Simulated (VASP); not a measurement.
# Al (P6_3/mmc) in VASP: a series of runs, part 2 of 2

VASP 6.6.1. The steps go on from the part before.

## 3. Single point, PBE+D3(BJ)

This run uses another cell than the first one, of 12.74 Å³/atom, 0.998 times its volume.

File INCAR:

```
ALGO = Fast
EDIFF = 1E-6
ENCUT = 520
GGA = PE
ISIF = 2
ISMEAR = 0
IVDW = 12
LASPH = True
LCHARG = False
LREAL = False
LWAVE = False
NBANDS = 14
NELM = 60
PREC = Accurate
SIGMA = 0.15
```

File KPOINTS:

```
k-points
0
Gamma
  18 18 4
```

File POSCAR:

```
Al
1.0
    2.7750000000      0.0000000000      0.0000000000
   -1.3875000000      2.4032204955      0.0000000000
    0.0000000000      0.0000000000      7.6442000000
Al
4
Direct
    0.0000000000      0.0000000000      0.0000000000
    0.3333333333      0.6666666667      0.2500000000
    0.0000000000      0.0000000000      0.5000000000
    0.6666666667      0.3333333333      0.7500000000
```

Potentials or basis: VASP PAW PBE potentials, release 64 (Al).

Command:

```console
$ cat potpaw_PBE.64/Al/POTCAR > POTCAR
$ mpirun -np 1 vasp_std > vasp.out
```

OUTCAR:

```text
EDIFF = 1E-6
   ENCUT = 520
   GGA = PE
   ISIF = 2
   ISMEAR = 0
   IVDW = 12
   LASPH = True
   LREAL = False
   NELM = 60
   PREC = Accurate
 IVDW          = 12

 ion  position               nearest neighbor table
   1  0.000  0.000  0.000-   2 2.49   4 2.49   2 2.49   4 2.49   4 2.49   2 2.49
   2  0.333  0.667  0.250-   1 2.49   3 2.49   1 2.49   3 2.49   1 2.49   3 2.49
   3  0.000  0.000  0.500-   2 2.49   4 2.49   2 2.49   4 2.49   4 2.49   2 2.49
   4  0.667  0.333  0.750-   1 2.49   3 2.49   1 2.49   3 2.49   1 2.49   3 2.49

  LATTYP: Found a hexagonal cell.
 ALAT       =     2.7750000000
 C/A-ratio  =     2.7546666667

  Lattice vectors:

 A1 = (   2.7750000000,   0.0000000000,   0.0000000000)
 A2 = (  -1.3875000000,   2.4032204955,   0.0000000000)
 A3 = (   0.0000000000,   0.0000000000,   7.6442000000)

Analysis of symmetry for initial positions (statically):
=====================================================================
 Subroutine PRICEL returns:
 Original cell was already a primitive cell.

 Routine SETGRP: Setting up the symmetry group for a
 hexagonal supercell.

 Subroutine GETGRP returns: Found 24 space group operations
 (whereof 12 operations were pure point group operations)
 out of a pool of 24 trial point group operations.

The static configuration has the point symmetry D_3d.
 The point group associated with its full space group is D_6h.

Analysis of symmetry for dynamics (positions and initial velocities):
=====================================================================
 Subroutine PRICEL returns:
 Original cell was already a primitive cell.

 Routine SETGRP: Setting up the symmetry group for a
 hexagonal supercell.

 Subroutine GETGRP returns: Found 24 space group operations
 (whereof 12 operations were pure point group operations)
 out of a pool of 24 trial point group operations.

The dynamic configuration has the point symmetry D_3d.
 The point group associated with its full space group is D_6h.

 Subroutine INISYM returns: Found 24 space group operations
[... 136 lines left out ...]
  volume of cell :       50.98
 maximum number of plane-waves:      1385
 NGX is ok and might be reduce to    24
   NGX = 11   NGY = 11   NGZ = 29

 number of electron      12.0000000 magnetization

 Free energy of the ion-electron system (eV)
  ---------------------------------------------------
  ext. energy  EPLUGINS =         0.00000000
  ---------------------------------------------------
  free energy    TOTEN  =       -12.92209278 eV

  energy without entropy =      -12.90645808  energy(sigma->0) =      -12.91427543

 E-fermi :  10.9206     XC(G=0): -11.1615

 val. band max:       10.8798936101   @ k =   0.4444   0.0000   0.5000
 cond. band min:      10.9486933975   @ k =   0.2778   0.1667   0.0000
 fundamental gap:      0.0687997874
 Fermi energy:        10.9205851378

 k-point     1 :       0.0000    0.0000    0.0000
  band No.  band energies     occupation
      1      -2.0729      2.00000
      2       0.4156      2.00000
      3       0.4258      2.00000
      4       6.7985      2.00000
      5       8.5513      2.00000
      6      18.6906      0.00000
      7      18.8877      0.00000
      8      20.7770      0.00000
      9      20.7770      0.00000
     10      20.9410      0.00000
     11      20.9410      0.00000
     12      22.0663      0.00000
     13      22.0669      0.00000
     14      22.3057      0.00000
[... 377 lines left out ...]
      1       3.0916      2.00000
      2       5.3726      2.00000
      3       5.4291      2.00000
      4       5.7780      2.00000
      5       8.2116      2.00000
      6       8.2455      2.00000
      7      11.5098      0.00000
      8      11.8930      0.00000
      9      13.7553      0.00000
     10      13.9200      0.00000
     11      14.9975      0.00000
     12      15.4566      0.00000
     13      16.9906      0.00000
     14      20.3463      0.00000

 [... further k-points ...]

------------------------ aborting loop because EDIFF is reached ----------------------------------------

 Edisp (eV)   -1.76064

 E8    (eV) :    -0.7907

  FORCE on cell =-STRESS in cart. coord.  units (eV):
  Direction    XX          YY          ZZ          XY          YZ          ZX
  --------------------------------------------------------------------------------------
  -------------------------------------------------------------------------------------
  Total       7.63998     7.63998    18.46379     0.00000     0.00000    -0.00000
  in kB     240.11203   240.11203   580.28696     0.00000     0.00000    -0.00000
  external pressure =      353.50 kB  Pullay stress =        0.00 kB

 VOLUME and BASIS-vectors are now :
 -----------------------------------------------------------------------------
  energy-cutoff  :      520.00
  volume of cell :       50.98
      direct lattice vectors                 reciprocal lattice vectors
     2.775000000  0.000000000  0.000000000     0.360360360  0.208054151  0.000000000
    -1.387500000  2.403220495  0.000000000     0.000000000  0.416108302  0.000000000
     0.000000000  0.000000000  7.644200000     0.000000000  0.000000000  0.130818137

 POSITION                                       TOTAL-FORCE (eV/Angst)
 -----------------------------------------------------------------------------------
      0.00000      0.00000      0.00000        -0.000000      0.000000      0.000000
     -0.00000      1.60215      1.91105        -0.000000     -0.000000      0.000000
      0.00000      0.00000      3.82210        -0.000000      0.000000      0.000000
      1.38750      0.80107      5.73315         0.000000      0.000000     -0.000000
 -----------------------------------------------------------------------------------
    total drift:                               -0.000000     -0.000000      0.000000

  FREE ENERGIE OF THE ION-ELECTRON SYSTEM (eV)
  ---------------------------------------------------
  free  energy   TOTEN  =       -14.6827293390 eV

  energy  without entropy=      -14.6670946382  energy(sigma->0) =      -14.67491199
```

stdout:

```text
POSCAR found type information on POSCAR Al
 POSCAR found :  1 types and       4 ions
 scaLAPACK will be used
 LDA part: xc-table for (Slater+PW92), standard interpolation
 POSCAR, INCAR and KPOINTS ok, starting setup
 FFT: planning ... GRIDC
 FFT: planning ... GRID_SOFT
 FFT: planning ... GRID
 WAVECAR not read
 entering main loop
```

Run time: 28 s. Hardware: 1 thread of Intel Xeon 6975P-C (Granite Rapids), shared host; peak memory 0.21 GiB.

Results:

```yaml
Free_energy: -14.6827 eV
Pressure: 35.4 GPa
Band_gap_on_the_k_mesh: zero (band 6 reaches 18.69 eV, above the bottom of band 7 at 8.75 eV)
Dispersion_energy_per_atom: -0.440 eV
```

Stress tensor (GPa, compression positive):
```
24.01  0.00  0.00
 0.00 24.01  0.00
 0.00  0.00 58.03
```

Levels at points of the mesh, in eV from the Fermi level:
```tsv
k point	band 3	band 4	band 5	band 6	band 7	band 8	band 9	band 10
(0.00, 0.00, 0.00)	-10.49	-4.12	-2.37	7.77	7.97	9.86	9.86	10.02
(0.50, 0.00, 0.00)	-4.93	-4.83	-3.92	-3.83	1.40	1.74	3.03	3.61
(0.00, 0.00, 0.50)	-7.48	-7.48	1.98	1.98	10.29	10.29	10.29	10.29
(0.50, 0.00, 0.50)	-6.13	-6.13	-1.85	-1.85	-1.04	-1.04	5.15	5.15
```

Caveat: pairwise dispersion overbinds metals, which lowers pressure and volume.
